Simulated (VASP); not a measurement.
# B (Cmcm) in VASP: a series of runs, part 2 of 2

VASP 6.6.1. The steps go on from the part before.

**5. Single point, revPBE**

INCAR reads:

```
  PREC = Accurate
  ENCUT = 520
  EDIFF = 1E-6
  ISMEAR = -1
  SIGMA = 0.1
  LREAL = F
  LASPH = T
  NELM = 80
  ALGO = Normal
  ISIF = 2
  LWAVE = F
  LCHARG = F
  GGA = RE
  NBANDS = 10
  ISYM = 0
```

KPOINTS reads:

```
regular mesh
0
Gamma
  17 17 12
```

POSCAR reads:

```
B
1.0
   -2.7751333268      2.9605395477      0.8039377065
    2.9605395477     -2.7751333268      0.8039377065
    2.0134845177      2.0134845177     -0.4643658732
B
2
Direct
    0.0714901233      0.9285098767      0.0000000000
    0.6785098767      0.3214901233      0.5000000000
```

Potentials or basis: VASP PAW PBE potentials, release 64 (B).

Launch:

```bash
cat potpaw_PBE.64/B/POTCAR > POTCAR
mpirun -np 1 vasp_std > vasp.out
```

OUTCAR:

```text
PREC = Accurate
   ENCUT = 520
   EDIFF = 1E-6
   ISMEAR = -1
   LREAL = F
   LASPH = T
   NELM = 80
   ISIF = 2
   GGA = RE
   ISYM = 0

 ion  position               nearest neighbor table
   1  0.071  0.929  0.000-   2 1.87   2 1.87   2 1.87   2 1.87
   2  0.679  0.321  0.500-   1 1.87   1 1.87   1 1.87   1 1.87

IMPORTANT INFORMATION: All symmetrisations will be switched off!
NOSYMM: (Re-)initialisation of all symmetry stuff for point group C_1.

----------------------------------------------------------------------------------------

                                     Primitive cell

  volume of cell :      19.0627

  direct lattice vectors                    reciprocal lattice vectors
    -2.775133327  2.960539548  0.803937706    -0.017313360  0.157034101  0.605827353
     2.960539548 -2.775133327  0.803937706     0.157034101 -0.017313360  0.605827353
     2.013484518  2.013484518 -0.464365873     0.241892822  0.241892822 -0.055785957

  length of vectors
     4.136722765  4.136722765  2.885112731     0.626088047  0.626088047  0.346606907

  position of ions in fractional coordinates (direct lattice)
     0.071490123  0.928509877  0.000000000
     0.678509877  0.321490123  0.500000000

  ion indices of the primitive-cell ions
   primitive index   ion index
                 1           1
                 2           2

----------------------------------------------------------------------------------------

 KPOINTS: regular mesh

Automatic generation of k-mesh.
 Grid dimensions read from file:
 generate k-points for:   17   17   12

 Generating k-lattice:

  Cartesian coordinates                     Fractional coordinates (reciprocal lattice)
    -0.001018433  0.009237300  0.035636903     0.058823529  0.000000000 -0.000000000
     0.009237300 -0.001018433  0.035636903     0.000000000  0.058823529 -0.000000000
     0.020157735  0.020157735 -0.004648830    -0.000000000 -0.000000000  0.083333333

  Length of vectors
     0.036828709  0.036828709  0.028883909

  Shift w.r.t. Gamma in fractional coordinates (k-lattice)
     0.000000000  0.000000000  0.000000000

 Subroutine IBZKPT returns following result:
 ===========================================

 Found   1735 irreducible k-points:

 Following reciprocal coordinates:
            Coordinates               Weight
  0.000000  0.000000  0.000000      1.000000
  0.058824  0.000000  0.000000      2.000000
  0.000000  0.058824  0.000000      2.000000
  0.117647 -0.000000  0.000000      2.000000
 -0.000000  0.117647  0.000000      2.000000
  0.176471 -0.000000  0.000000      2.000000
[... 16 lines left out ...]
  0.235294  0.058824  0.000000      2.000000
  0.058824  0.235294  0.000000      2.000000
 [... further k-points ...]
   k-points           NKPTS =   1735   k-points in BZ     NKDIM =   1735   number of bands    NBANDS=     10
   number of dos      NEDOS =    301   number of ions     NIONS =      2
   total plane-waves  NPLWV =  24576
   dimension x,y,z NGX =    32 NGY =   32 NGZ =   24
   dimension x,y,z NGXF=    64 NGYF=   64 NGZF=   48
   ions per type =               2
   NGX,Y,Z   is equivalent  to a cutoff of  12.86, 12.86, 13.83 a.u.
   NGXF,Y,Z  is equivalent  to a cutoff of  25.72, 25.72, 27.66 a.u.
 SYSTEM =  unknown system
   PREC   = accura    normal or accurate (medium, high low for compatibility)
   ISTART =      0    job   : 0-new  1-cont  2-samecut
   ICHARG =      2    charge: 1-file 2-atom 10-const
   ISPIN  =      1    spin polarized calculation?
   LNONCOLLINEAR =      F non collinear calculations
   LSORBIT =      F    spin-orbit coupling
   LASPH  =      T    aspherical Exc in radial PAW
   ENCUT  =  520.0 eV  38.22 Ry    6.18 a.u.   7.69  7.69  5.36*2*pi/ulx,y,z
   NELM   =     80;   NELMIN=  2; NELMDL= -5     # of ELM steps
   EDIFF  = 0.1E-05   stopping-criterion for ELM
   LREAL  =      F    real-space projection
   EDIFFG = 0.1E-04   stopping-criterion for IOM
   NSW    =      0    number of steps for IOM
   IBRION =     -1    ionic relax: 0-MD 1-quasi-New 2-CG
   NFREE  =      0    steps in history (QN), initial steepest desc. (CG)
   ISIF   =      2    stress and relaxation
   ISYM   =      0    0-nonsym 1-usesym 2-fastsym
   POTIM  = 0.5000    time-step for ionic-motion
   TEBEG  =    0.0;   TEEND  =   0.0 temperature during run
   PSTRESS=    0.0 pullay stress
   NELECT =       6.0000    total number of electrons
   NUPDOWN=      -1.0000    fix difference up-down
   EMIN   =  10.00;   EMAX   =-10.00  energy-range for DOS
   EFERMI =   0.00;   METHOD = LEGACY
   ISMEAR =    -1;   SIGMA  =   0.10  broadening in eV -4-tet -1-fermi 0-gaus
   EFERMI_NEDOS =   21; number of points for ismear=-14 and -15
   IALGO  =     38    algorithm
   IMIX   =      4    mixing-type and parameters
     AMIX     =   0.40;   BMIX     =  1.00
     AMIX_MAG =   1.60;   BMIX_MAG =  1.00
  volume/ion in A,a.u.               =       9.53        64.32
  Fermi-wavevector in a.u.,A,eV,Ry     =   1.113604  2.104406 16.872763  1.240113
  Thomas-Fermi vector in A             =   2.250190
   LORBIT       =      0    0 simple, 1 ext, 2 COOP (PROOUT), +10 PAW based schemes
   GGA     = RE    functional components
   LHFCALC =     F    Hartree Fock is set to
   AEXX    =    0.0000 exact exchange contribution
   IVDW    =     0    specifies the selected vdW correction
   LEPSILON=     F    determine dielectric tensor
   LRPA    =     F    only Hartree local field effects (RPA)
 non-spin polarized calculation
  energy-cutoff  :      520.00
  volume of cell :       19.06
 maximum number of plane-waves:       530
   NGX = 15   NGY = 15   NGZ = 11

 number of electron       6.0000000 magnetization

 Free energy of the ion-electron system (eV)
  ---------------------------------------------------
  ext. energy  EPLUGINS =         0.00000000
  ---------------------------------------------------
  free energy    TOTEN  =       -12.00901487 eV

  energy without entropy =      -11.99667630  energy(sigma->0) =      -12.00284558

 E-fermi :   3.9864     XC(G=0):  -9.9926

 val. band max:        3.9843198319   @ k =  -0.2941   0.2941   0.0000
 cond. band min:       4.0017575778   @ k =   0.1765  -0.4706   0.5000
 fundamental gap:      0.0174377460
 Fermi energy:         3.9864201147

 k-point     1 :       0.0000    0.0000    0.0000
  band No.  band energies     occupation
      1     -11.9348      2.00000
      2      -1.9859      2.00000
      3      -1.1610      2.00000
      4       1.8065      2.00000
      5       6.8951      0.00000
      6      12.0619      0.00000
      7      14.9431      0.00000
      8      20.2793      0.00000
      9      22.3333      0.00000
     10      26.2271      0.00000

 k-point     2 :       0.0588    0.0000    0.0000
  band No.  band energies     occupation
      1     -11.7936      2.00000
      2      -1.8676      2.00000
      3      -0.9744      2.00000
      4       2.0288      2.00000
      5       6.9384      0.00000
      6      12.2181      0.00000
      7      15.0248      0.00000
      8      20.3936      0.00000
      9      22.5554      0.00000
     10      24.8416      0.00000

 k-point     3 :       0.0000    0.0588    0.0000
  band No.  band energies     occupation
      1     -11.7936      2.00000
      2      -1.8676      2.00000
      3      -0.9744      2.00000
      4       2.0288      2.00000
      5       6.9384      0.00000
      6      12.2181      0.00000
      7      15.0248      0.00000
      8      20.3936      0.00000
      9      22.5554      0.00000
     10      24.8416      0.00000
[... 248 lines left out ...]
 k-point    23 :       0.2353    0.0588    0.0000
  band No.  band energies     occupation
      1      -8.5200      2.00000
      2       0.5055      2.00000
      3       3.4432      1.99129
      4       6.3872      0.00000
      5       7.4485      0.00000
      6      15.1399      0.00000
      7      15.4321      0.00000
      8      15.9976      0.00000
      9      20.9925      0.00000
     10      24.1387      0.00000

 k-point    24 :       0.0588    0.2353    0.0000
  band No.  band energies     occupation
      1      -8.5200      2.00000
      2       0.5055      2.00000
      3       3.4432      1.99129
      4       6.3872      0.00000
      5       7.4485      0.00000
      6      15.1399      0.00000
      7      15.4321      0.00000
      8      15.9976      0.00000
      9      20.9925      0.00000
     10      24.1387      0.00000

 [... further k-points ...]
[... 5 lines left out ...]
  --------------------------------------------------------------------------------------
  -------------------------------------------------------------------------------------
  Total       -0.0119493     -0.0119498     -0.0039665      0.0014601      0.0008382      0.0008384
  in kB       -1.0043165     -1.0043589     -0.3333736      0.1227177      0.0704531      0.0704639
  external PRESSURE =      -0.7806830 kB  Pullay stress =       0.0000000 kB

 VOLUME and BASIS-vectors are now :
 -----------------------------------------------------------------------------
  energy-cutoff  :      520.00
  volume of cell :       19.06
      direct lattice vectors                 reciprocal lattice vectors
    -2.775133327  2.960539548  0.803937706    -0.017313360  0.157034101  0.605827353
     2.960539548 -2.775133327  0.803937706     0.157034101 -0.017313360  0.605827353
     2.013484518  2.013484518 -0.464365873     0.241892822  0.241892822 -0.055785957

 POSITION                                       TOTAL-FORCE (eV/Angst)
 -----------------------------------------------------------------------------------
      2.55050     -2.36509      0.80394        -0.004883      0.004883     -0.000000
      0.07557      2.12332      0.57175         0.004883     -0.004883      0.000000
 -----------------------------------------------------------------------------------
    total drift:                               -0.000000      0.000000      0.000000

  FREE ENERGIE OF THE ION-ELECTRON SYSTEM (eV)
  ---------------------------------------------------
  free  energy   TOTEN  =       -12.0090148690 eV

  energy  without entropy=      -11.9966762973  energy(sigma->0) =      -12.00284558
```

stdout:

```text
POSCAR found type information on POSCAR B
 POSCAR found :  1 types and       2 ions
 scaLAPACK will be used
 -----------------------------------------------------------------------------
|                                                                             |
|                                                                             |
|     You enforced a specific xc type in the INCAR file but a different       |
|     I HOPE YOU KNOW WHAT YOU ARE DOING!                                     |
|                                                                             |
 -----------------------------------------------------------------------------

 LDA part: xc-table for (Slater+PW92), standard interpolation
 POSCAR, INCAR and KPOINTS ok, starting setup
 FFT: planning ... GRIDC
 FFT: planning ... GRID_SOFT
 FFT: planning ... GRID
 WAVECAR not read
 entering main loop
```

Run time: 3.5 min. Hardware: 1 thread of AMD EPYC 9R45 (Zen 5), shared host; peak memory 0.35 GiB.

What came out:

* Free energy: -12.0090 eV
* Pressure: -0.1 GPa
* Largest force: 0.007 eV/Å
* Band gap on the k mesh: zero (band 3 reaches 10.08 eV, above the bottom of band 4 at -0.29 eV)

Forces in eV/Å, atoms in the order of the input:
```
B   -0.005  0.005  0.000
B    0.005 -0.005  0.000
```

Levels at points of the mesh, in eV from the Fermi level:
```csv
k point,band 1,band 2,band 3,band 4,band 5,band 6,band 7
"(0.00, 0.00, 0.00)",-15.92,-5.97,-5.15,-2.18,2.91,8.08,10.96
"(0.00, 0.00, 0.50)",-12.54,-12.54,-3.19,-3.19,5.17,5.17,15.22
```

Caveat: the PAW data sets were made with another functional, which shifts forces and pressure a little.

**6. Summary**

| cell | k mesh | gap on the mesh (eV) | pressure (GPa) | largest force (eV/Å) |
| --- | --- | --- | --- | --- |
| a = 4.137, b = 4.137, c = 2.885 Å, angles 90.0, 90.0, 157.3°, 2 atoms | 22 × 22 × 12 | none | -0.1 | 0.02 |
| a = 4.191, b = 4.191, c = 2.923 Å, angles 90.0, 90.0, 157.3°, 2 atoms | 22 × 22 × 12 | none | -6.1 | 0.11 |
| a = 4.296, b = 4.296, c = 2.996 Å, angles 90.0, 90.0, 157.3°, 2 atoms | 22 × 22 × 12 | none | -15.5 | 0.33 |
| a = 4.137, b = 4.137, c = 2.885 Å, angles 90.0, 90.0, 157.3°, 2 atoms | 17 × 17 × 12 | none | -0.1 | 0.01 |

Alike in all rows: task single point; level revPBE; potentials or basis VASP PAW PBE potentials, release 64 (B); no spin polarisation; cutoff (eV) 520; smearing fermi-dirac 0.1 eV.

Caveats: the PAW data sets were made with another functional, which shifts forces and pressure a little.

Total energies depend on the potentials used, so only differences within one code and one set of settings carry meaning.
